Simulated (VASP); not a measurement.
Crystal: Ga3Cl.

```
Ga Cl
1.0
     5.00733    0.00000    0.00000
     0.00000    5.00733    0.00000
     0.00000    0.00000    3.36624
Ga Cl
3 1
Direct
  0.00000 0.50000 0.50000
  0.50000 0.00000 0.50000
  0.50000 0.50000 0.00000
  0.00000 0.00000 0.00000
```

* Program: VASP 6.6.1
* Task: relaxation of cell and atoms
* Functional: PBE
* Potentials or basis: VASP PAW PBE potentials, release 64 (Ga_d, Cl)
* Cutoff: 600 eV
* k mesh: 4 × 4 × 6
* Occupations: gaussian, width 0.1 eV
* Spin: no spin polarisation

At the start: pressure -0.4 GPa; volume 21.10 Å³/atom.

Q: Where does the relaxation end?

A: Over 3 steps the energy falls by 21.6 meV/atom and the volume is 20.63 Å³/atom (-2.3 %); space group P4/mmm (No. 123, to 0.05 Å).

The path:
```
step  energy change (eV)  largest force (eV/Å)  pressure (GPa)  volume (Å³)
   1              0.0000                0.0000           -0.44        84.40
   2             -0.0498                0.0000           -0.35        83.67
   3             -0.0865                0.0000            0.04        82.50
```

Final structure:
```
Ga Cl
1.0
     5.10175    0.00000    0.00000
     0.00000    5.10175    0.00000
     0.00000    0.00000    3.16976
Ga Cl
3 1
Cartesian
  0.0000 2.5509 1.5849
  2.5509 0.0000 1.5849
  2.5509 2.5509 0.0000
  0.0000 0.0000 0.0000
```
